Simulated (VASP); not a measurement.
A run of VASP 6.6.1 is set up as follows.

The input POSCAR:

```
HfScO2
1.0
    1.6786743102      2.9075491947      0.0000000000
   -1.6786743102      2.9075491947      0.0000000000
    0.0000000000      0.0000000000     11.8981350000
Hf Sc O
2 2 4
Direct
    0.3333333333      0.3333333333      0.2500000000
    0.6666666667      0.6666666667      0.7500000000
    0.0000000000      0.0000000000      0.0000000000
    0.0000000000      0.0000000000      0.5000000000
    0.3333333333      0.3333333333      0.0789442076
    0.6666666667      0.6666666667      0.5789442076
    0.3333333333      0.3333333333      0.4210557924
    0.6666666667      0.6666666667      0.9210557924
```

File INCAR.step1:

```
SYSTEM = HfScO2
ALGO = Normal ; EDIFF = 1E-4
ENCUT = 520 ; GGA = PE
ISMEAR = -1 ; LASPH = .TRUE.
LCHARG = .FALSE. ; LREAL = .FALSE.
LWAVE = .TRUE. ; NBANDS = 43
NELM = 60 ; PREC = Accurate
SIGMA = 0.1
```

INCAR.step2

```
SYSTEM = HfScO2
ALGO = Normal ; EDIFF = 1E-7
ENCUT = 520 ; ISIF = 2
ISMEAR = -1 ; ISTART = 1
LASPH = .TRUE. ; LCHARG = .TRUE.
LELF = .TRUE. ; LMIXTAU = .TRUE.
LREAL = .FALSE. ; LVHAR = .TRUE.
LWAVE = .FALSE. ; METAGGA = R2SCAN
NBANDS = 43 ; NELM = 60
PREC = Accurate ; SIGMA = 0.1
```

File KPOINTS:

```
k-points
0
G
  11 11 3
  0 0 0
```

Potentials or basis: VASP PAW PBE potentials, release 64 (Hf_pv, Sc_sv, O).

Command:

```sh
$ cat potpaw_PBE.64/Hf_pv/POTCAR potpaw_PBE.64/Sc_sv/POTCAR potpaw_PBE.64/O/POTCAR > POTCAR
$ cp INCAR.step1 INCAR
$ mpirun -np 1 vasp_std > vasp.out
$ cp INCAR.step2 INCAR
$ mpirun -np 1 vasp_std > vasp.out
```

**Question.** Estimate the pressure.

**Answer.** -0.5 GPa.

**Question.** What does it give for the largest force?

**Answer.** 0.240 eV/Å.

**Question.** What does it give for the band gap on the k mesh?

**Answer.** Zero (bands 33 and 34 overlap by 1.31 eV).

Forces on the atoms (eV/Å):
```
Hf   0.000  0.000  0.000
Hf   0.000  0.000  0.000
Sc   0.000  0.000  0.000
Sc   0.000  0.000  0.000
O    0.000  0.000  0.240
O    0.000  0.000  0.240
O    0.000  0.000 -0.240
O    0.000  0.000 -0.240
```

Caveat: the PAW data sets were made with another functional, which shifts forces and pressure a little; spin-orbit coupling is left out, which moves the levels of the heavy elements.
